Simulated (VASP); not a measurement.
**MnO2: single point with PBEsol**

MnO2:

```xyz
12
Lattice="0.0000 4.0200 4.0200 4.0200 0.0000 4.0200 4.0200 4.0200 0.0000" Properties=species:S:1:pos:R:3 pbc="T T T"
Mn    1.0050    1.0050    1.0050
Mn    3.0150    3.0150    1.0050
Mn    1.0050    3.0150    3.0150
Mn    3.0150    1.0050    3.0150
O     2.9021    2.9021    2.9021
O     5.1379    5.1379    2.9021
O     2.9021    5.1379    5.1379
O     5.1379    2.9021    5.1379
O     4.9121    4.9121    7.1479
O     7.1479    7.1479    7.1479
O     4.9121    7.1479    4.9121
O     7.1479    4.9121    4.9121
```

- Program: VASP 6.6.1
- Task: single point
- Functional: PBEsol
- Potentials or basis: VASP PAW PBE potentials, release 64 (Mn_pv, O)
- Cutoff: 520 eV
- k mesh: 6 × 6 × 6
- Occupations: fermi-dirac, width 0.05 eV
- Spin: no spin polarisation

- Pressure: -11.3 GPa
- Largest force: 0.800 eV/Å
- Band gap on the k mesh: zero (bands 50 and 51 overlap by 0.22 eV)

Forces in eV/Å, atoms in the order of the input:
```
Mn   0.000  0.000  0.000
Mn   0.000  0.000  0.000
Mn   0.000  0.000  0.000
Mn   0.000  0.000  0.000
O   -0.462 -0.462 -0.462
O    0.462  0.462 -0.462
O   -0.462  0.462  0.462
O    0.462 -0.462  0.462
O   -0.462 -0.462  0.462
O    0.462  0.462  0.462
O   -0.462  0.462 -0.462
O    0.462 -0.462 -0.462
```

Levels at points of the mesh, in eV from the Fermi level:
```csv
k point,band 47,band 48,band 49,band 50,band 51,band 52,band 53,band 54
"(0.00, 0.00, 0.00)",-0.46,-0.46,-0.46,-0.15,-0.15,-0.15,0.25,0.25
"(0.50, 0.00, 0.00)",-0.15,-0.14,-0.14,0.07,0.12,0.12,0.20,0.20
"(0.50, 0.50, 0.00)",-0.26,-0.26,-0.12,-0.12,0.19,0.19,0.48,0.48
```

It took 2.8 min on 1 thread of Intel(R) Xeon(R) Platinum 8488C (Sapphire Rapids), with other jobs on the host, peak memory 0.29 GiB.

Caveat: the cell stands under tension; the PAW data sets were made with another functional, which shifts forces and pressure a little; the run has no spin polarisation, though such a crystal can be magnetic; semilocal functionals often make such compounds metallic where correlation or magnetic order opens a gap, which also shifts bond lengths. Spin polarisation is off, so any magnetic state and its effect on volume and gap are missing.
